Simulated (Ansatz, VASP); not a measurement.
## One calculation of Be, two programs

The input INCAR:

```
SYSTEM = Be
PREC = Accurate
ENCUT = 600
EDIFF = 1E-6
ISMEAR = -1
SIGMA = 0.1
LREAL = .FALSE.
LASPH = .TRUE.
NELM = 80
ALGO = Normal
ISIF = 3
LWAVE = .FALSE.
LCHARG = .FALSE.
GGA = B5
ALDAX = 1.0
AGGAX = 1.0
AGGAC = 1.0
ALDAC = 0.0
IBRION = 2
NSW = 80
EDIFFG = -0.01
```

Contents of KPOINTS:

```
regular mesh
0
G
  12 12 12
  0 0 0
```

POSCAR

```
Be
1.0
    0.0000000000      2.2207471934      2.2207471934
    2.2207471934      0.0000000000      2.2207471934
    2.2207471934      2.2207471934      0.0000000000
Be
2
Direct
    0.1250000000      0.1250000000      0.1250000000
    0.8750000000      0.8750000000      0.8750000000
```

Input for Ansatz:

```yaml
crystal:
  lattice:
    - [0.0, 2.2207471934, 2.2207471934]
    - [2.2207471934, 0.0, 2.2207471934]
    - [2.2207471934, 2.2207471934, 0.0]
  atoms:
    - { symbol: Be, position: [0.125, 0.125, 0.125] }
    - { symbol: Be, position: [0.875, 0.875, 0.875] }
hamiltonian:
  xc: blyp
  pseudopotentials:
    kind: paw
    azcp:
      Be: "pseudopotentials/Be.paw.azcp"
basis:
  ecutwfc: 420
  fft_grid_basis: typed
kpoints:
  mp_grid: { grid: [12, 12, 12], shift: [0, 0, 0] }
magnetization:
  spin_polarized: false
scf:
  occupations: { method: fermi_dirac, width: 0.1 }
relax:
  max_steps: 60
  f_tol: 0.01
  cell: {}
```

Alike in both runs: task relaxation of cell and atoms; functional BLYP; k mesh 12 × 12 × 12; occupations fermi-dirac, width 0.1 eV; no spin polarisation.

|  | VASP | Ansatz |
| --- | --- | --- |
| version | VASP 6.6.1 | Ansatz 0.2.0 |
| potentials or method | VASP PAW PBE potentials, release 64 (Be), cutoff 600 eV | plane waves (420 eV) with PAW, scalar-relativistic |
| valence electrons in the cell | 4 | 4 |

```tsv
	VASP	Ansatz	Ansatz less VASP
relaxed volume (Å³/atom)	15.39	15.36	-0.028
relaxed cell length with the largest relative difference (Å)	3.517	3.515	-0.0021
```

VASP's potentials were made for PBE, not for BLYP.

Noted on VASP's run: the volume moved by over 15 % at a fixed basis, so the end points are rough.
